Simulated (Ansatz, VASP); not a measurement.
# V: VASP beside Ansatz

INCAR

```
SYSTEM = V
ALGO = Normal
EDIFF = 1E-7
EDIFFG = -0.05
ENCUT = 500
GGA = PS
GGA_COMPAT = .False.
IBRION = 2
ISIF = 3
ISMEAR = 0
LASPH = .True.
LCHARG = .False.
LREAL = .False.
LWAVE = .False.
NELM = 120
NELMIN = 4
NSW = 80
PREC = Accurate
SIGMA = 0.1
```

Contents of KPOINTS:

```
k-points
0
Gamma
  8 8 8
  0 0 0
```

File POSCAR:

```
V
1.0
   -1.5576731281      1.5576731281      1.5576731281
    1.5576731281     -1.5576731281      1.5576731281
    1.5576731281      1.5576731281     -1.5576731281
V
1
Direct
    0.0000000000      0.0000000000      0.0000000000
```

Input for Ansatz:

```yaml
crystal:
  lattice:
    - [-1.5576731281, 1.5576731281, 1.5576731281]
    - [1.5576731281, -1.5576731281, 1.5576731281]
    - [1.5576731281, 1.5576731281, -1.5576731281]
  atoms:
    - { symbol: V, position: [0.0, 0.0, 0.0] }
basis:
  ecutwfc: 420
kpoints:
  mp_grid: { grid: [8, 8, 8] }
hamiltonian:
  xc: pbesol
scf:
  occupations: { method: gaussian, width: 0.1 }
output:
  forces: true
  stress: true
  eigenvalues: true
relax:
  adjacent_minimum: "off"
  f_tol: 0.05
  max_steps: 60
  cell: { stress_tol: 0.5 }
```

Alike in both runs: task relaxation of cell and atoms; functional PBEsol; k mesh 8 × 8 × 8; occupations gaussian, width 0.1 eV; no spin polarisation.

|  | VASP | Ansatz |
| --- | --- | --- |
| version | VASP 6.6.1 | Ansatz 0.2.0 |
| potentials or method | VASP PAW PBE potentials, release 64 (V_sv), cutoff 500 eV | scalar-relativistic, plane waves, PAW |
| valence electrons in the cell | 13 | 13 |

VASP gave:

- gap on the k mesh at the Fermi level, each at its own relaxed structure (eV): none
- relaxed volume (Å³/atom): 12.89
- relaxed cell length with the largest relative difference (Å): 2.558

Q: Estimate Ansatz's values.

A: gap on the k mesh at the Fermi level, each at its own relaxed structure (eV): none; relaxed volume (Å³/atom): 12.86; relaxed cell length with the largest relative difference (Å): 2.556.

VASP's potentials were made for PBE, not for PBEsol. A gap of «none» marks a metal or a gap that the smearing closes.
